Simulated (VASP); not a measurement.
Here is a VASP 6.6.1 calculation.

The input INCAR:

```
SYSTEM = KTaO3
PREC = Accurate
ENCUT = 700
EDIFF = 1E-6
ISMEAR = -1
SIGMA = 0.05
LREAL = .FALSE.
LASPH = .TRUE.
NELM = 120
ALGO = Normal
ISIF = 2
LWAVE = .FALSE.
LCHARG = .TRUE.
LELF = .TRUE.
LVHAR = .TRUE.
NBANDS = 28
GGA_COMPAT = .FALSE.
```

File KPOINTS:

```
regular mesh
0
G
  7 7 7
  0 0 0
```

File POSCAR:

```
KTaO3
1.0
    4.0147133525      0.0000000000      0.0000000000
    0.0000000000      4.0147133525      0.0000000000
    0.0000000000      0.0000000000      4.0147133525
Ta K O
1 1 3
Direct
    0.0000000000      0.0000000000      0.0000000000
    0.5000000000      0.5000000000      0.5000000000
    0.0000000000      0.0000000000      0.5000000000
    0.0000000000      0.5000000000      0.0000000000
    0.5000000000      0.0000000000      0.0000000000
```

Potentials or basis: VASP PAW LDA potentials, release 64 (Ta_sv_GW, K_sv, O).

The run is started by

```sh
$ cat potpaw_LDA.64/Ta_sv_GW/POTCAR potpaw_LDA.64/K_sv/POTCAR potpaw_LDA.64/O/POTCAR > POTCAR
$ mpirun -np 1 vasp_std > vasp.out
```

Question: Estimate the pressure.

Answer: -8.7 GPa.

Question: Predict the band gap on the k mesh.

Answer: 2.07 eV (least direct gap 2.64 eV).

Caveat: the cell stands under tension; spin-orbit coupling is left out, which moves the levels of the heavy elements; an odd mesh through Γ misses points on the zone boundary, where band edges can lie. A hybrid or GW would open this gap; LDA tends to underestimate it.
